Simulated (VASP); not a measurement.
# W (Fmmm) in VASP: notebook

Runs on W. Level: PBEsol. Tasks: single point.

All numbers are computed with VASP 6.6.1; they aren't measurements. Logs are shortened: lines on timing, memory, paths and dates and some standing lists are left out, and cuts for length are marked.

## 1. The cell of the first run

Symmetry: Fmmm, No. 69, orthorhombic system. Conventional cell: a = 3.195 Å, b = 4.382 Å, c = 4.653 Å, α = 90.00°, β = 90.00°, γ = 90.00°. Within 3.6 Å of W (site symmetry mmm) lie 14 W at 2.71 to 3.20 Å.

## 2. Single point, PBEsol (strain -0.0600 x Voigt [0, 0, 0, 0, 1, 0])

Contents of INCAR:

```
ALGO     = Fast           # electronic algorithm
EDIFF    = 1E-6           # SCF threshold, eV
ENCUT    = 520            # plane-wave cutoff, eV
GGA      = PS             # functional
ISIF     = 2              # what is computed and relaxed
ISMEAR   = 0              # smearing method
LASPH    = True           # aspherical terms in the spheres
LCHARG   = True           # write CHGCAR
LELF     = True           # ELF
LREAL    = False          # projectors in reciprocal space
LVHAR    = True         
LWAVE    = False          # write WAVECAR
NBANDS   = 13             # bands
NELM     = 80             # most SCF steps
PREC     = Accurate       # precision mode
SIGMA    = 0.15           # smearing width, eV
```

Contents of KPOINTS:

```
k-points
0
Gamma
  20 20 20
```

Contents of POSCAR:

```
W
1.0
   -1.6452190000      1.5973000000      1.6452190000
    1.5493810000     -1.5973000000      1.5493810000
    1.6452190000      1.5973000000     -1.6452190000
W
1
Direct
    0.0000000000      0.0000000000      0.0000000000
```

Potentials or basis: VASP PAW PBE potentials, release 64 (W_sv).

Run with:

```bash
$ cat potpaw_PBE.64/W_sv/POTCAR > POTCAR
$ mpirun -np 1 vasp_std > vasp.out
```

OUTCAR:

```text
EDIFF = 1E-6
   ENCUT = 520
   GGA = PS
   ISIF = 2
   ISMEAR = 0
   LASPH = True
   LREAL = False
   NELM = 80
   PREC = Accurate

 ion  position               nearest neighbor table
   1  0.000  0.000  0.000-

  LATTYP: Found a face centered orthorhombic cell.
 ALAT       =     3.1946000000
 B/A-ratio  =     1.3717871555
 C/A-ratio  =     1.4566399692

  Lattice vectors:

 A1 = (   3.1946000000,   0.0000000000,  -0.0958380000)
 A2 = (   1.6452190000,   1.5973000000,  -1.6452190000)
 A3 = (   1.5493810000,   1.5973000000,   1.5493810000)

Analysis of symmetry for initial positions (statically):
=====================================================================
 Subroutine PRICEL returns:
 Original cell was already a primitive cell.

 Routine SETGRP: Setting up the symmetry group for a
 face centered orthorhombic supercell.

 Subroutine GETGRP returns: Found  8 space group operations
 (whereof  8 operations were pure point group operations)
 out of a pool of  8 trial point group operations.

The static configuration has the point symmetry D_2h.

Analysis of symmetry for dynamics (positions and initial velocities):
=====================================================================
 Subroutine PRICEL returns:
 Original cell was already a primitive cell.

 Routine SETGRP: Setting up the symmetry group for a
 face centered orthorhombic supercell.

 Subroutine GETGRP returns: Found  8 space group operations
 (whereof  8 operations were pure point group operations)
 out of a pool of  8 trial point group operations.

The dynamic configuration has the point symmetry D_2h.

 Subroutine INISYM returns: Found  8 space group operations
 (whereof  8 operations are pure point group operations),
 and found     1 'primitive' translations

----------------------------------------------------------------------------------------

                                     Primitive cell

  volume of cell :      16.2865

  direct lattice vectors                    reciprocal lattice vectors
    -1.645219000  1.597300000  1.645219000     0.009399306  0.313028235  0.313310214
     1.549381000 -1.597300000  1.549381000     0.322709521  0.000000000  0.322709521
     1.645219000  1.597300000 -1.645219000     0.313310214  0.313028235  0.009399306

  length of vectors
     2.822208073  2.711554952  2.822208073     0.442987938  0.456380181  0.442987938

  position of ions in fractional coordinates (direct lattice)
     0.000000000  0.000000000  0.000000000

  ion indices of the primitive-cell ions
[... 79 lines left out ...]
   NFREE  =      0    steps in history (QN), initial steepest desc. (CG)
   ISIF   =      2    stress and relaxation
   ISYM   =      2    0-nonsym 1-usesym 2-fastsym
   POTIM  = 0.5000    time-step for ionic-motion
   TEBEG  =    0.0;   TEEND  =   0.0 temperature during run
   PSTRESS=    0.0 pullay stress
   NELECT =      14.0000    total number of electrons
   NUPDOWN=      -1.0000    fix difference up-down
   EMIN   =  10.00;   EMAX   =-10.00  energy-range for DOS
   EFERMI =   0.00;   METHOD = LEGACY
   ISMEAR =     0;   SIGMA  =   0.15  broadening in eV -4-tet -1-fermi 0-gaus
   EFERMI_NEDOS =   21; number of points for ismear=-14 and -15
   IALGO  =     68    algorithm
   IMIX   =      4    mixing-type and parameters
     AMIX     =   0.40;   BMIX     =  1.00
     AMIX_MAG =   1.60;   BMIX_MAG =  1.00
  volume/ion in A,a.u.               =      16.29       109.91
  Fermi-wavevector in a.u.,A,eV,Ry     =   1.556592  2.941532 32.966612  2.422978
  Thomas-Fermi vector in A             =   2.660365
   LORBIT       =      0    0 simple, 1 ext, 2 COOP (PROOUT), +10 PAW based schemes
   GGA     = PS    functional components
   LHFCALC =     F    Hartree Fock is set to
   AEXX    =    0.0000 exact exchange contribution
   IVDW    =     0    specifies the selected vdW correction
   LEPSILON=     F    determine dielectric tensor
   LRPA    =     F    only Hartree local field effects (RPA)
 non-spin polarized calculation
 RMM-DIIS sequential band-by-band and
 Gauss-broadening in eV      SIGMA  =   0.15
  energy-cutoff  :      520.00
  volume of cell :       16.29
 maximum number of plane-waves:       452
 NGX is ok and might be reduce to    24
   NGX = 11   NGY = 11   NGZ = 11

 number of electron      14.0000002 magnetization

 Free energy of the ion-electron system (eV)
  ---------------------------------------------------
  ext. energy  EPLUGINS =         0.00000000
  ---------------------------------------------------
  free energy    TOTEN  =       -13.76637661 eV

  energy without entropy =      -13.76228669  energy(sigma->0) =      -13.76433165

 E-fermi :  10.9186     XC(G=0): -13.6059

 val. band max:       10.9160041995   @ k =  -0.1500   0.2000   0.1000
 cond. band min:      10.9207429405   @ k =   0.1000   0.0000   0.1000
 fundamental gap:      0.0047387410
 Fermi energy:        10.9185998590

 k-point     1 :       0.0000    0.0000    0.0000
  band No.  band energies     occupation
      1     -63.2978      2.00000
      2     -26.9821      2.00000
      3     -26.8819      2.00000
      4     -26.8013      2.00000
      5       1.3901      2.00000
      6       9.1830      2.00000
      7       9.5871      2.00000
      8      10.2089      2.00000
      9      13.0783      0.00000
     10      13.1999      0.00000
     11      24.8329      0.00000
     12      25.3907      0.00000
     13      25.9275      0.00000
[... 354 lines left out ...]
  band No.  band energies     occupation
      1     -63.1939      2.00000
      2     -27.9019      2.00000
      3     -27.2445      2.00000
      4     -26.8938      2.00000
      5       4.8314      2.00000
      6       7.7177      2.00000
      7       9.8625      2.00000
      8      12.8807      0.00000
      9      13.7084      0.00000
     10      15.1712      0.00000
     11      23.2457      0.00000
     12      23.6238      0.00000
     13      29.5816      0.00000

 [... further k-points ...]
[... 5 lines left out ...]
  --------------------------------------------------------------------------------------
  -------------------------------------------------------------------------------------
  Total       -1.0401733     -0.9991664     -1.0401733      0.0000000      0.0000000      0.8404182
  in kB     -102.3264375    -98.2924048   -102.3264375      0.0000000      0.0000000     82.6756472
  external PRESSURE =    -100.9817599 kB  Pullay stress =       0.0000000 kB

 VOLUME and BASIS-vectors are now :
 -----------------------------------------------------------------------------
  energy-cutoff  :      520.00
  volume of cell :       16.29
      direct lattice vectors                 reciprocal lattice vectors
    -1.645219000  1.597300000  1.645219000     0.009399306  0.313028235  0.313310214
     1.549381000 -1.597300000  1.549381000     0.322709521  0.000000000  0.322709521
     1.645219000  1.597300000 -1.645219000     0.313310214  0.313028235  0.009399306

 POSITION                                       TOTAL-FORCE (eV/Angst)
 -----------------------------------------------------------------------------------
      0.00000      0.00000      0.00000         0.000000      0.000000     -0.000000
 -----------------------------------------------------------------------------------
    total drift:                                0.000000     -0.000000      0.000000

  FREE ENERGIE OF THE ION-ELECTRON SYSTEM (eV)
  ---------------------------------------------------
  free  energy   TOTEN  =       -13.7663766064 eV

  energy  without entropy=      -13.7622866901  energy(sigma->0) =      -13.76433165
```

OSZICAR:

```text
N       E                     dE             d eps       ncg     rms          rms(c)
DAV:   1     0.840712597454E+02    0.84071E+02   -0.74806E+03 30451   0.122E+03
DAV:   2    -0.128306712499E+02   -0.96902E+02   -0.93070E+02 34101   0.316E+02
DAV:   3    -0.144754082153E+02   -0.16447E+01   -0.16386E+01 33276   0.399E+01
DAV:   4    -0.144821567969E+02   -0.67486E-02   -0.67485E-02 33626   0.282E+00
DAV:   5    -0.144822141820E+02   -0.57385E-04   -0.57385E-04 33806   0.246E-01    0.207E+01
RMM:   6    -0.139152459141E+02    0.56697E+00   -0.45277E-01 33087   0.613E+00    0.840E+00
RMM:   7    -0.137704790182E+02    0.14477E+00   -0.31754E-01 33315   0.509E+00    0.920E-01
RMM:   8    -0.137666280868E+02    0.38509E-02   -0.12146E-02 37659   0.121E+00    0.265E-01
RMM:   9    -0.137663851294E+02    0.24296E-03   -0.18864E-03 36622   0.515E-01    0.256E-02
RMM:  10    -0.137663833297E+02    0.17997E-05   -0.27841E-04 38338   0.200E-01    0.102E-02
RMM:  11    -0.137663762128E+02    0.71169E-05   -0.35556E-05 38656   0.722E-02    0.305E-03
RMM:  12    -0.137663766064E+02   -0.39362E-06   -0.84867E-06 34456   0.345E-02
   1 F= -.13766377E+02 E0= -.13764332E+02  d E =-.408992E-02
```

It took 65 s on 1 thread of Intel Xeon 6975P-C (Granite Rapids), shared host; peak memory 0.32 GiB.

What came out:

```yaml
Free_energy: -13.7664 eV
Pressure: -10.1 GPa
Band_gap_on_the_k_mesh: zero (band 7 reaches 15.25 eV, above the bottom of band 8 at 9.88 eV)
```

Levels at points of the mesh, in eV from the Fermi level:
```tsv
k point	band 3	band 4	band 5	band 6	band 7	band 8	band 9	band 10	band 11	band 12
(0.00, 0.00, 0.00)	-37.80	-37.72	-9.53	-1.74	-1.33	-0.71	2.16	2.28	13.91	14.47
(0.50, 0.00, 0.00)	-38.21	-37.79	-6.14	-3.50	0.58	2.05	2.96	5.81	10.69	11.35
(0.00, 0.50, 0.00)	-38.30	-37.88	-6.10	-3.34	1.08	1.68	2.47	6.34	10.98	11.42
(0.50, 0.00, 0.50)	-38.10	-37.74	-6.22	-3.65	0.11	2.45	3.42	5.52	9.81	11.87
(0.50, 0.50, 0.50)	-38.65	-38.54	-5.69	-5.65	4.30	4.89	5.62	7.71	8.01	8.39
```

Caveat: the cell differs from its parent crystal (strain -0.0600 x Voigt [0, 0, 0, 0, 1, 0]); the PAW data sets were made with another functional, which shifts forces and pressure a little; spin-orbit coupling is left out, which moves the levels of the heavy elements.

## 3. Single point, PBEsol (strain +0.0450 x Voigt [0, 0, 0, 0, 1, 0])

Contents of INCAR:

```
ALGO = Fast
EDIFF = 1E-6
ENCUT = 520
GGA = PS
ISIF = 2
ISMEAR = 0
LASPH = T
LCHARG = F
LREAL = F
LWAVE = F
NBANDS = 13
NELM = 100
PREC = Accurate
SIGMA = 0.15
```

KPOINTS is that of step 2.

Contents of POSCAR:

```
W
1.0
   -1.5613607500      1.5973000000      1.5613607500
    1.6332392500     -1.5973000000      1.6332392500
    1.5613607500      1.5973000000     -1.5613607500
W
1
Direct
    0.0000000000      0.0000000000      0.0000000000
```

Potentials or basis: VASP PAW PBE potentials, release 64 (W_sv).

Run with:

```bash
$ cat potpaw_PBE.64/W_sv/POTCAR > POTCAR
$ mpirun -np 1 vasp_std > vasp.out
```

It took 78 s on 1 thread of Intel Xeon 6975P-C (Granite Rapids), shared host; peak memory 0.32 GiB.

It converged, with:

```yaml
Free_energy: -13.7770 eV
Pressure: -10.5 GPa
Band_gap_on_the_k_mesh: zero (band 7 reaches 15.37 eV, above the bottom of band 8 at 9.79 eV)
```

Stress tensor (GPa, compression positive):
```
-10.57   0.00  -6.20
  0.00 -10.34   0.00
 -6.20   0.00 -10.57
```

Levels at points of the mesh, in eV from the Fermi level:
```tsv
k point	band 4	band 5	band 6	band 7	band 8	band 9	band 10	band 11
(0.00, 0.00, 0.00)	-37.75	-9.53	-1.61	-1.29	-0.84	2.15	2.22	14.04
(0.50, 0.00, 0.00)	-37.81	-6.14	-3.49	0.58	2.04	2.96	5.84	10.64
(0.00, 0.50, 0.00)	-37.77	-6.20	-3.60	0.22	2.33	3.31	5.60	10.00
(0.50, 0.00, 0.50)	-37.87	-6.11	-3.37	0.95	1.75	2.59	6.21	11.08
(0.50, 0.50, 0.50)	-38.57	-5.68	-5.65	4.46	4.91	5.44	7.78	8.00
```

Caveat: the cell differs from its parent crystal (strain +0.0450 x Voigt [0, 0, 0, 0, 1, 0]); the PAW data sets were made with another functional, which shifts forces and pressure a little; spin-orbit coupling is left out, which moves the levels of the heavy elements.
